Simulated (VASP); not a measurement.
# C (P4/mmm) in VASP: further runs

C is run at these levels: PBE; tasks: single point.

Everything below comes from runs of VASP 6.6.1. Logs are shortened: lines on timing, memory, paths and dates and some standing lists are left out, and cuts for length are marked.

**1. The cell of the first run**

Symmetry: P4/mmm, No. 123, tetragonal system. The conventional cell has a = 1.997 Å, b = 1.997 Å, c = 1.522 Å, α = 90.00°, β = 90.00°, γ = 90.00°. Within 2.0 Å of C (site symmetry 4/mmm) lie 6 C at 1.52 to 2.00 Å.

**2. Single point, PBE**

File INCAR:

```
SYSTEM = C
PREC = Accurate ; ENCUT = 520
EDIFF = 1E-6 ; ISMEAR = 0
SIGMA = 0.1 ; LREAL = .FALSE.
LASPH = .TRUE. ; NELM = 60
ALGO = Normal ; ISIF = 2
LWAVE = .FALSE. ; LCHARG = .FALSE.
GGA = PE ; NBANDS = 8
```

File KPOINTS:

```
regular mesh
0
G
  8 8 10
  0 0 0
```

File POSCAR:

```
C
1.0
    1.9968944000      0.0000000000      0.0000000000
    0.0000000000      1.9968944000      0.0000000000
    0.0000000000      0.0000000000      1.5216893000
C
1
Direct
    0.5000000000      0.5000000000      0.5000000000
```

Potentials or basis: VASP PAW PBE potentials, release 64 (C).

Run with:

```bash
> cat potpaw_PBE.64/C/POTCAR > POTCAR
> mpirun -np 1 vasp_std > vasp.out
```

OUTCAR:

```text
SYSTEM = C
   PREC = Accurate
   ENCUT = 520
   EDIFF = 1E-6
   ISMEAR = 0
   LREAL = .FALSE.
   LASPH = .TRUE.
   NELM = 60
   ISIF = 2
   GGA = PE

 ion  position               nearest neighbor table
   1  0.500  0.500  0.500-

  LATTYP: Found a simple tetragonal cell.
 ALAT       =     1.9968944000
 C/A-ratio  =     0.7620279270

  Lattice vectors:

 A1 = (   1.9968944000,   0.0000000000,   0.0000000000)
 A2 = (   0.0000000000,   1.9968944000,   0.0000000000)
 A3 = (   0.0000000000,   0.0000000000,   1.5216893000)

Analysis of symmetry for initial positions (statically):
=====================================================================
 Subroutine PRICEL returns:
 Original cell was already a primitive cell.

 Routine SETGRP: Setting up the symmetry group for a
 simple tetragonal supercell.

 Subroutine GETGRP returns: Found 16 space group operations
 (whereof 16 operations were pure point group operations)
 out of a pool of 16 trial point group operations.

The static configuration has the point symmetry D_4h.

Analysis of symmetry for dynamics (positions and initial velocities):
=====================================================================
 Subroutine PRICEL returns:
 Original cell was already a primitive cell.

 Routine SETGRP: Setting up the symmetry group for a
 simple tetragonal supercell.

 Subroutine GETGRP returns: Found 16 space group operations
 (whereof 16 operations were pure point group operations)
 out of a pool of 16 trial point group operations.

The dynamic configuration has the point symmetry D_4h.

 Subroutine INISYM returns: Found 16 space group operations
 (whereof 16 operations are pure point group operations),
 and found     1 'primitive' translations

----------------------------------------------------------------------------------------

                                     Primitive cell

  volume of cell :       6.0679

  direct lattice vectors                    reciprocal lattice vectors
     1.996894400  0.000000000  0.000000000     0.500777607  0.000000000  0.000000000
     0.000000000  1.996894400  0.000000000     0.000000000  0.500777607  0.000000000
     0.000000000  0.000000000  1.521689300     0.000000000  0.000000000  0.657164376

  length of vectors
     1.996894400  1.996894400  1.521689300     0.500777607  0.500777607  0.657164376

  position of ions in fractional coordinates (direct lattice)
     0.500000000  0.500000000  0.500000000

  ion indices of the primitive-cell ions
   primitive index   ion index
                 1           1

----------------------------------------------------------------------------------------

 KPOINTS: regular mesh

Automatic generation of k-mesh.
 Grid dimensions read from file:
 generate k-points for:    8    8   10

 Generating k-lattice:

  Cartesian coordinates                     Fractional coordinates (reciprocal lattice)
     0.062597201  0.000000000  0.000000000     0.125000000  0.000000000  0.000000000
     0.000000000  0.062597201  0.000000000     0.000000000  0.125000000  0.000000000
     0.000000000  0.000000000  0.065716438     0.000000000  0.000000000  0.100000000

  Length of vectors
     0.062597201  0.062597201  0.065716438

  Shift w.r.t. Gamma in fractional coordinates (k-lattice)
     0.000000000  0.000000000  0.000000000

 Subroutine IBZKPT returns following result:
 ===========================================

 Found     90 irreducible k-points:

 Following reciprocal coordinates:
            Coordinates               Weight
  0.000000  0.000000  0.000000      1.000000
  0.125000  0.000000  0.000000      4.000000
  0.250000  0.000000  0.000000      4.000000
  0.375000  0.000000  0.000000      4.000000
  0.500000  0.000000  0.000000      2.000000
  0.125000  0.125000  0.000000      4.000000
[... 16 lines left out ...]
  0.375000  0.125000  0.100000     16.000000
  0.500000  0.125000  0.100000      8.000000
 [... further k-points ...]
   k-points           NKPTS =     90   k-points in BZ     NKDIM =     90   number of bands    NBANDS=      8
   number of dos      NEDOS =    301   number of ions     NIONS =      1
   total plane-waves  NPLWV =   3072
   dimension x,y,z NGX =    16 NGY =   16 NGZ =   12
   dimension x,y,z NGXF=    32 NGYF=   32 NGZF=   24
   ions per type =               1
   NGX,Y,Z   is equivalent  to a cutoff of  13.32, 13.32, 13.11 a.u.
   NGXF,Y,Z  is equivalent  to a cutoff of  26.64, 26.64, 26.22 a.u.
 SYSTEM =  C
   PREC   = accura    normal or accurate (medium, high low for compatibility)
   ISTART =      0    job   : 0-new  1-cont  2-samecut
   ICHARG =      2    charge: 1-file 2-atom 10-const
   ISPIN  =      1    spin polarized calculation?
   LNONCOLLINEAR =      F non collinear calculations
   LSORBIT =      F    spin-orbit coupling
   LASPH  =      T    aspherical Exc in radial PAW
   ENCUT  =  520.0 eV  38.22 Ry    6.18 a.u.   3.71  3.71  2.83*2*pi/ulx,y,z
   NELM   =     60;   NELMIN=  2; NELMDL= -5     # of ELM steps
   EDIFF  = 0.1E-05   stopping-criterion for ELM
   LREAL  =      F    real-space projection
   EDIFFG = 0.1E-04   stopping-criterion for IOM
   NSW    =      0    number of steps for IOM
   IBRION =     -1    ionic relax: 0-MD 1-quasi-New 2-CG
   NFREE  =      0    steps in history (QN), initial steepest desc. (CG)
   ISIF   =      2    stress and relaxation
   ISYM   =      2    0-nonsym 1-usesym 2-fastsym
   POTIM  = 0.5000    time-step for ionic-motion
   TEBEG  =    0.0;   TEEND  =   0.0 temperature during run
   PSTRESS=    0.0 pullay stress
   NELECT =       4.0000    total number of electrons
   NUPDOWN=      -1.0000    fix difference up-down
   EMIN   =  10.00;   EMAX   =-10.00  energy-range for DOS
   EFERMI =   0.00;   METHOD = LEGACY
   ISMEAR =     0;   SIGMA  =   0.10  broadening in eV -4-tet -1-fermi 0-gaus
   EFERMI_NEDOS =   21; number of points for ismear=-14 and -15
   IALGO  =     38    algorithm
   IMIX   =      4    mixing-type and parameters
     AMIX     =   0.40;   BMIX     =  1.00
     AMIX_MAG =   1.60;   BMIX_MAG =  1.00
  volume/ion in A,a.u.               =       6.07        40.95
  Fermi-wavevector in a.u.,A,eV,Ry     =   1.424785  2.692454 27.620007  2.030013
  Thomas-Fermi vector in A             =   2.545239
   LORBIT       =      0    0 simple, 1 ext, 2 COOP (PROOUT), +10 PAW based schemes
[... 36 lines left out ...]
      4      28.5319      0.00000
      5      28.5643      0.00000
      6      29.4558      0.00000
      7      53.2650      0.00000
      8      56.3434      0.00000

 k-point     2 :       0.1250    0.0000    0.0000
  band No.  band energies     occupation
      1     -11.2342      2.00000
      2      10.4295      0.00000
      3      13.4261      0.00000
      4      28.9737      0.00000
      5      29.6125      0.00000
      6      31.7243      0.00000
      7      50.9845      0.00000
      8      51.2456      0.00000

 k-point     3 :       0.2500    0.0000    0.0000
  band No.  band energies     occupation
      1      -9.8305      2.00000
      2       5.4767      2.00000
      3      14.1501      0.00000
      4      30.0043      0.00000
      5      30.2464      0.00000
      6      36.7733      0.00000
      7      45.1580      0.00000
      8      49.4907      0.00000

 k-point     4 :       0.3750    0.0000    0.0000
  band No.  band energies     occupation
      1      -7.5959      2.00000
      2       0.7595      2.00000
      3      14.9713      0.00000
      4      30.4155      0.00000
      5      32.2827      0.00000
      6      37.3851      0.00000
      7      41.1727      0.00000
      8      52.8614      0.00000

 k-point     5 :       0.5000    0.0000    0.0000
  band No.  band energies     occupation
      1      -5.6266      2.00000
      2      -2.0724      2.00000
      3      15.3485      0.00000
      4      30.5992      0.00000
      5      34.6240      0.00000
      6      35.1918      0.00000
      7      39.7298      0.00000
      8      55.9606      0.00000

 k-point     6 :       0.1250    0.1250    0.0000
  band No.  band energies     occupation
      1     -10.7629      2.00000
      2      10.3136      0.00000
      3      11.2411      0.00000
      4      29.7655      0.00000
      5      30.8175      0.00000
      6      33.0556      0.00000
      7      45.4817      0.00000
      8      55.1059      0.00000

 k-point     7 :       0.2500    0.1250    0.0000
  band No.  band energies     occupation
      1      -9.3659      2.00000
      2       5.8169      2.00000
      3      11.7639      0.00000
      4      30.1486      0.00000
      5      31.0859      0.00000
      6      37.0283      0.00000
      7      43.1319      0.00000
      8      54.0820      0.00000

 k-point     8 :       0.3750    0.1250    0.0000
  band No.  band energies     occupation
      1      -7.1451      2.00000
      2       1.1676      2.00000
      3      12.8203      0.00000
      4      29.9287      0.00000
      5      30.5588      0.00000
      6      37.6270      0.00000
      7      45.1749      0.00000
      8      55.0728      0.00000

 k-point     9 :       0.5000    0.1250    0.0000
  band No.  band energies     occupation
      1      -5.1973      2.00000
      2      -1.6291      2.00000
      3      13.3406      0.00000
      4      29.0833      0.00000
      5      30.7329      0.00000
      6      37.9366      0.00000
      7      45.1535      0.00000
      8      57.5740      0.00000

 k-point    10 :       0.2500    0.2500    0.0000
  band No.  band energies     occupation
      1      -7.9909      2.00000
      2       6.0542      2.00000
      3       7.9547      2.00000
      4      27.9924      0.00000
      5      30.5139      0.00000
      6      41.6674      0.00000
      7      43.3469      0.00000
      8      57.2108      0.00000
[... 78 lines left out ...]
 k-point    18 :       0.2500    0.0000    0.1000
  band No.  band energies     occupation
      1      -9.3382      2.00000
      2       5.9701      2.00000
      3      14.6372      0.00000
      4      26.0289      0.00000
      5      32.1868      0.00000
      6      37.1109      0.00000
      7      45.7330      0.00000
      8      51.3701      0.00000

 k-point    19 :       0.3750    0.0000    0.1000
  band No.  band energies     occupation
      1      -7.1268      2.00000
      2       1.2899      2.00000
      3      15.4473      0.00000
      4      26.9130      0.00000
      5      33.6560      0.00000
      6      38.1994      0.00000
      7      41.7966      0.00000
      8      52.1833      0.00000

 k-point    20 :       0.5000    0.0000    0.1000
  band No.  band energies     occupation
      1      -5.2179      2.00000
      2      -1.4767      2.00000
      3      15.8188      0.00000
      4      27.2967      0.00000
      5      34.8913      0.00000
      6      37.1752      0.00000
      7      40.3690      0.00000
      8      51.5034      0.00000

 k-point    21 :       0.1250    0.1250    0.1000
  band No.  band energies     occupation
      1     -10.2644      2.00000
      2      10.8447      0.00000
      3      11.6478      0.00000
      4      25.9025      0.00000
      5      32.4891      0.00000
      6      33.6249      0.00000
      7      46.7136      0.00000
      8      55.0063      0.00000

 k-point    22 :       0.2500    0.1250    0.1000
  band No.  band energies     occupation
      1      -8.8760      2.00000
      2       6.3153      2.00000
      3      12.2013      0.00000
      4      26.8751      0.00000
      5      32.0498      0.00000
      6      37.6851      0.00000
      7      44.1522      0.00000
      8      54.3560      0.00000

 k-point    23 :       0.3750    0.1250    0.1000
  band No.  band energies     occupation
      1      -6.6788      2.00000
      2       1.6976      2.00000
      3      13.2464      0.00000
      4      27.6274      0.00000
      5      30.5315      0.00000
      6      38.9811      0.00000
      7      44.9795      0.00000
      8      54.7158      0.00000

 k-point    24 :       0.5000    0.1250    0.1000
  band No.  band energies     occupation
      1      -4.7908      2.00000
      2      -1.0349      2.00000
      3      13.7581      0.00000
      4      27.9497      0.00000
      5      29.6123      0.00000
      6      39.4121      0.00000
      7      44.8483      0.00000
      8      53.5987      0.00000

 [... further k-points ...]
[... 5 lines left out ...]
  --------------------------------------------------------------------------------------
  -------------------------------------------------------------------------------------
  Total       -0.2238786     -0.2238786      0.4892399      0.0000000      0.0000000     -0.0000000
  in kB      -59.1135381    -59.1135381    129.1802934      0.0000000      0.0000000     -0.0000000
  external PRESSURE =       3.6510724 kB  Pullay stress =       0.0000000 kB

 VOLUME and BASIS-vectors are now :
 -----------------------------------------------------------------------------
  energy-cutoff  :      520.00
  volume of cell :        6.07
      direct lattice vectors                 reciprocal lattice vectors
     1.996894400  0.000000000  0.000000000     0.500777607  0.000000000  0.000000000
     0.000000000  1.996894400  0.000000000     0.000000000  0.500777607  0.000000000
     0.000000000  0.000000000  1.521689300     0.000000000  0.000000000  0.657164376

 POSITION                                       TOTAL-FORCE (eV/Angst)
 -----------------------------------------------------------------------------------
      0.99845      0.99845      0.76084         0.000000      0.000000      0.000000
 -----------------------------------------------------------------------------------
    total drift:                                0.000000      0.000000      0.000000

  FREE ENERGIE OF THE ION-ELECTRON SYSTEM (eV)
  ---------------------------------------------------
  free  energy   TOTEN  =        -6.4069452898 eV

  energy  without entropy=       -6.4044831670  energy(sigma->0) =       -6.40571423
```

Run time: 2.7 s. Hardware: 1 thread of Intel Xeon Platinum 8124M at 3.00GHz (Skylake/Cascade Lake), shared host; peak memory 0.1 GiB.

Results:

```yaml
Free_energy: -6.4069 eV
Pressure: 0.4 GPa
Band_gap_on_the_k_mesh: zero (band 2 reaches 15.09 eV, above the bottom of band 3 at 2.13 eV)
```

Stress tensor (GPa, compression positive):
```
-5.91  0.00  0.00
 0.00 -5.91  0.00
 0.00  0.00 12.92
```

Levels at points of the mesh, in eV from the Fermi level:
```csv
k point,band 1,band 2,band 3,band 4,band 5
"(0.00, 0.00, 0.00)",-21.08,3.78,3.78,19.16,19.20
"(0.50, 0.00, 0.00)",-14.99,-11.44,5.98,21.23,25.26
"(0.50, 0.50, 0.00)",-8.99,-7.24,-7.24,6.37,22.19
"(0.00, 0.00, 0.50)",-11.04,-5.75,11.21,11.21,25.32
"(0.50, 0.00, 0.50)",-8.00,-0.61,0.98,10.84,12.71
"(0.50, 0.50, 0.50)",-5.52,2.47,2.47,8.32,17.20
```

Caveat: the k points lie up to 0.41 Å⁻¹ apart.

**3. Single point, PBE, collinear spin, ferromagnetic start**

This run uses another cell than the first one, of 5.67 Å³/atom, 0.934 times its volume.

File INCAR:

```
SYSTEM = C
ALGO = Normal
EDIFF = 1E-7
ENCUT = 520
GGA = PE
ISIF = 2
ISMEAR = 0
ISPIN = 2
LASPH = .TRUE.
LCHARG = .TRUE.
LELF = .TRUE.
LORBIT = 11
LREAL = .FALSE.
LVHAR = .TRUE.
LWAVE = .FALSE.
MAGMOM = 1
NBANDS = 12
NELM = 150
PREC = Accurate
SIGMA = 0.1
```

File KPOINTS:

```
k-points
0
G
  8 8 10
  0 0 0
```

File POSCAR:

```
C
1.0
    1.8818884948      0.0000000000      0.0000000000
    0.0000000000      1.8818884948      0.0000000000
    0.0000000000      0.0000000000      1.5999422656
C
1
Direct
    0.5000000000      0.5000000000      0.5000000000
```

Potentials or basis: VASP PAW PBE potentials, release 64 (C).

Run with:

```bash
> cat potpaw_PBE.64/C/POTCAR > POTCAR
> mpirun -np 1 vasp_std > vasp.out
```

Wall time 9.1 s (1 thread of Intel Xeon Platinum 8124M at 3.00GHz (Skylake/Cascade Lake), shared host); peak memory 0.12 GiB.

The run converged. Its results:

| Item | Value |
| --- | --- |
| Free energy | -6.4812 eV |
| Pressure | 0.4 GPa |
| Band gap on the k mesh | zero (filled and empty bands overlap) |
| Net moment | 0.00 μB per cell |
| Valence electrons inside the program's atomic spheres | C 2.32 |

Stress tensor (GPa, compression positive):
```
0.25 0.00 0.00
0.00 0.25 0.00
0.00 0.00 0.64
```

Levels at points of the mesh, in eV from the Fermi level:
Spin up:
| k point | band 1 | band 2 | band 3 | band 4 | band 5 |
| --- | --- | --- | --- | --- | --- |
| (0.00, 0.00, 0.00) | -22.07 | 5.98 | 5.98 | 15.87 | 21.63 |
| (0.50, 0.00, 0.00) | -14.45 | -12.25 | 8.72 | 17.79 | 28.19 |
| (0.50, 0.50, 0.00) | -7.14 | -7.14 | -6.71 | 6.76 | 19.36 |
| (0.00, 0.00, 0.50) | -11.95 | -8.89 | 11.72 | 11.72 | 27.13 |
| (0.50, 0.00, 0.50) | -7.62 | -3.17 | -0.65 | 9.32 | 13.73 |
| (0.50, 0.50, 0.50) | -4.07 | 0.78 | 0.78 | 8.60 | 16.95 |
Spin down:
```tsv
k point	band 1	band 2	band 3	band 4	band 5	band 6	band 7
(0.00, 0.00, 0.00)	-22.07	5.98	5.98	15.87	21.63	22.88	38.04
(0.50, 0.00, 0.00)	-14.45	-12.25	8.72	17.79	28.19	29.91	34.16
(0.50, 0.50, 0.00)	-7.14	-7.14	-6.71	6.76	19.36	44.87	44.87
(0.00, 0.00, 0.50)	-11.95	-8.89	11.72	11.72	27.13	33.00	35.82
(0.50, 0.00, 0.50)	-7.62	-3.17	-0.65	9.32	13.73	38.61	39.54
(0.50, 0.50, 0.50)	-4.07	0.78	0.78	8.60	16.95	16.95	19.41
```

Caveat: the k points lie up to 0.42 Å⁻¹ apart.

**4. Single point, PBE, collinear spin, ferromagnetic start**

File INCAR:

```
  ALGO = Normal
  EDIFF = 1E-6
  ENCUT = 520
  GGA = PE
  ISIF = 2
  ISMEAR = 0
  ISPIN = 2
  LASPH = True
  LCHARG = False
  LORBIT = 11
  LREAL = False
  LWAVE = False
  MAGMOM = 1
  NBANDS = 12
  NELM = 150
  PREC = Accurate
  SIGMA = 0.1
```

File KPOINTS:

```
k-points
0
Gamma
  8 8 10
```

File POSCAR:

```
C
1.0
    1.9968944000      0.0000000000      0.0000000000
    0.0000000000      1.9968944000      0.0000000000
    0.0000000000      0.0000000000      1.5216893000
C
1
Direct
    0.5000000000      0.5000000000      0.5000000000
```

Run with:

```bash
> cat potpaw_PBE.64/C/POTCAR > POTCAR
> mpirun -np 1 vasp_std > vasp.out
```

Run time: 8.1 s. Hardware: 1 thread of Intel Xeon Platinum 8124M at 3.00GHz (Skylake/Cascade Lake), shared host; peak memory 0.12 GiB.

Results (log left out):

```yaml
Free_energy: -6.4069 eV
Pressure: 0.4 GPa
Band_gap_on_the_k_mesh: zero (filled and empty bands overlap)
Net_moment: 0.00 μB per cell
Valence_electrons_inside_the_program's_atomic_spheres: C 2.34
```

Stress tensor (GPa, compression positive):
```
-5.91  0.00  0.00
 0.00 -5.91  0.00
 0.00  0.00 12.92
```

Levels at points of the mesh, in eV from the Fermi level:
Spin up:
```csv
k point,band 1,band 2,band 3,band 4,band 5,band 6,band 7
"(0.00, 0.00, 0.00)",-21.08,3.78,3.78,19.16,19.20,20.09,43.90
"(0.50, 0.00, 0.00)",-14.99,-11.44,5.98,21.23,25.26,25.82,30.36
"(0.50, 0.50, 0.00)",-8.99,-7.24,-7.24,6.37,22.19,43.01,43.01
"(0.00, 0.00, 0.50)",-11.04,-5.75,11.21,11.21,25.32,32.72,33.33
"(0.50, 0.00, 0.50)",-8.00,-0.61,0.98,10.84,12.71,35.98,37.57
"(0.50, 0.50, 0.50)",-5.52,2.47,2.47,8.32,17.20,17.20,21.01
```
Spin down:
| k point | band 1 | band 2 | band 3 | band 4 | band 5 |
| --- | --- | --- | --- | --- | --- |
| (0.00, 0.00, 0.00) | -21.07 | 3.78 | 3.78 | 19.16 | 19.20 |
| (0.50, 0.00, 0.00) | -14.99 | -11.44 | 5.98 | 21.23 | 25.26 |
| (0.50, 0.50, 0.00) | -8.98 | -7.24 | -7.24 | 6.37 | 22.19 |
| (0.00, 0.00, 0.50) | -11.04 | -5.75 | 11.21 | 11.21 | 25.32 |
| (0.50, 0.00, 0.50) | -8.00 | -0.60 | 0.98 | 10.84 | 12.71 |
| (0.50, 0.50, 0.50) | -5.52 | 2.47 | 2.47 | 8.32 | 17.20 |

Caveat: the k points lie up to 0.41 Å⁻¹ apart.

**5. The runs side by side**

```tsv
spin	cell	gap on the mesh (eV)	pressure (GPa)	moment (μB)
off	a = 1.997, b = 1.997, c = 1.522 Å, 1 atom	none	0.4	-
collinear, ferromagnetic start	a = 1.882, b = 1.882, c = 1.600 Å, 1 atom	none	0.4	0.00
collinear, ferromagnetic start	a = 1.997, b = 1.997, c = 1.522 Å, 1 atom	none	0.4	0.00
```

Alike in all rows: task single point; level PBE; potentials or basis VASP PAW PBE potentials, release 64 (C); k mesh 8 × 8 × 10; cutoff (eV) 520; smearing gaussian 0.1 eV.

Caveats: all runs use coarse meshes.

Total energies depend on the potentials used, so only differences within one code and one set of settings carry meaning.
